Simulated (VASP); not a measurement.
A run of VASP 6.6.1 is set up as follows.

Contents of POSCAR:

```
HfN
1.0
    0.0000000000      2.2590000000      2.2590000000
    2.2590000000      0.0000000000      2.2590000000
    2.2590000000      2.2590000000      0.0000000000
Hf N
1 1
Direct
    0.0000000000      0.0000000000      0.0000000000
    0.5313017610      0.5000000000      0.5000000000
```

The input INCAR.step1:

```
SYSTEM = HfN
  PREC = Accurate
  ENCUT = 520
  ISMEAR = 0
  SIGMA = 0.15
  LREAL = .False.
  LASPH = .True.
  NELM = 60
  NBANDS = 14
  GGA = PE
  ALGO = Normal
  EDIFF = 1E-4
  LWAVE = .True.
  LCHARG = .False.
```

The input INCAR.step2:

```
SYSTEM = HfN
  PREC = Accurate
  ENCUT = 520
  EDIFF = 1E-7
  ISMEAR = 0
  SIGMA = 0.15
  LREAL = .False.
  LASPH = .True.
  NELM = 60
  ALGO = Normal
  ISIF = 2
  LWAVE = .False.
  LCHARG = .False.
  METAGGA = R2SCAN
  LMIXTAU = .True.
  NBANDS = 14
  ISTART = 1
```

Contents of KPOINTS:

```
Automatic mesh
0
Gamma
  18 18 18
  0 0 0
```

Potentials or basis: VASP PAW PBE potentials, release 64 (Hf_pv, N).

The run is started by

```bash
$ cat potpaw_PBE.64/Hf_pv/POTCAR potpaw_PBE.64/N/POTCAR > POTCAR
$ cp INCAR.step1 INCAR
$ mpirun -np 1 vasp_std > vasp.out
$ cp INCAR.step2 INCAR
$ mpirun -np 1 vasp_std > vasp.out
```

Task: Predict the largest force.

Result: 1.163 eV/Å.

Task: Estimate the band gap on the k mesh.

Result: Zero (an odd number of electrons rules out a gap without spin polarisation).

Task: Estimate the pressure.

Result: 0.1 GPa.

Stress tensor (GPa, compression positive):
```
-1.14  0.00  0.00
 0.00  0.75 -0.24
 0.00 -0.24  0.75
```

Caveat: the cell differs from its parent crystal (all N atoms moved -0.100 Å, as atom 2 towards its neighbour atom 2 (N) at 3.195 Å); the PAW data sets were made with another functional, which shifts forces and pressure a little; spin-orbit coupling is left out, which moves the levels of the heavy elements; an odd number of electrons without spin polarisation forces a metal; a magnetic or distorted state may lie lower.
